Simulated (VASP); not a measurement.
Crystal: Si6Sn.

```
Si Sn
1.0
     7.00000    0.00000    0.00000
    -3.50000    6.06218    0.00000
     0.00000    0.00000    2.65000
Si Sn
6 1
Direct
  0.28571 0.42857 0.00000
  0.42857 0.14286 0.00000
  0.85714 0.28571 0.00000
  0.57143 0.85714 0.00000
  0.71429 0.57143 0.00000
  0.14286 0.71429 0.00000
  0.00000 0.00000 0.00000
```

- Program: VASP 6.6.1
- Task: relaxation of cell and atoms
- Functional: PBE
- Potentials or basis: VASP PAW PBE potentials, release 64 (Si, Sn_d)
- Cutoff: 600 eV
- k mesh: 3 × 3 × 6
- Occupations: gaussian, width 0.2 eV
- Spin: no spin polarisation

At the start: pressure 7.8 GPa; volume 16.06 Å³/atom.

How do energy, volume and symmetry change on relaxing?

Over 10 steps the energy falls by 142.8 meV/atom and the volume is 17.27 Å³/atom (+7.5 %); space group P6/m (No. 175, to 0.05 Å).

The path:
```csv
step,energy change (eV),largest force (eV/Å),pressure (GPa),volume (Å³)
1,0.0000,1.2487,7.78,112.45
2,-0.5640,0.4701,-1.91,124.91
3,-0.8138,0.6243,0.22,120.21
4,-0.8143,0.6311,0.32,120.04
5,-0.9204,0.4128,-0.97,121.35
6,-0.9501,0.2241,-1.80,122.50
7,-0.9948,0.1289,0.44,120.09
8,-0.9952,0.1172,0.22,120.31
9,-0.9989,0.0898,-0.03,120.64
10,-0.9998,0.0741,-0.21,120.89
```

Final structure:
```xyz
7
Lattice="7.3552 0.0000 0.0000 -3.6776 6.3698 0.0000 0.0000 0.0000 2.5803" Properties=species:S:1:pos:R:3 pbc="T T T"
Si    0.5621    2.8549    2.5803
Si    2.7535    0.9407    0.0000
Si    5.1638    1.9142    2.5803
Si    0.9241    5.4291    0.0000
Si    3.1155    3.5149    0.0000
Si   -1.4862    4.4556    0.0000
Sn    0.0000    0.0000    0.0000
```

Caveat: the k points lie up to 0.41 Å⁻¹ apart in the final cell; the relaxation stopped at a loose force limit of 0.08 eV/Å, so its end isn't a converged minimum.
